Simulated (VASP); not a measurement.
Runs of VASP 6.6.1 on Sb. The structure is that of space group P6/mmm (No. 191), or close to it. The cells are those of the table. This isn't the form of Sb at room conditions, which is rhombohedral.

| cell | gap on the mesh (eV) | pressure (GPa) |
| --- | --- | --- |
| a = 5.247, b = 5.247, c = 3.129 Å, angles 90.0, 90.0, 120.0°, 3 atoms | none | (b) |
| a = 5.547, b = 5.547, c = 3.308 Å, angles 90.0, 90.0, 120.0°, 3 atoms | none | -2.2 |
| a = 5.618, b = 5.618, c = 3.350 Å, angles 90.0, 90.0, 120.0°, 3 atoms | none | (a) |
| a = 5.325, b = 5.325, c = 3.176 Å, angles 90.0, 90.0, 120.0°, 3 atoms | none | 5.1 |
| a = 5.686, b = 5.686, c = 3.391 Å, angles 90.0, 90.0, 120.0°, 3 atoms | none | -5.0 |

Alike in all rows: task single point; level RPBE; potentials or basis VASP PAW PBE potentials, release 64 (Sb); no spin polarisation; k mesh 8 × 8 × 11; cutoff (eV) 520; smearing fermi-dirac 0.1 eV.

Problem. Estimate the missing entries.

Solution. (a) -3.8; (b) 8.9.

Caveats: the PAW data sets were made with another functional, which shifts forces and pressure a little; spin-orbit coupling is left out, which moves the levels of the heavy elements; the cell stands under pressure (at least some runs); the cell stands under tension (at least some runs).

A k mesh can miss the band edges, and the runs leave out spin-orbit coupling on Sb.

A gap of «none» marks levels without a gap at the run's occupations.
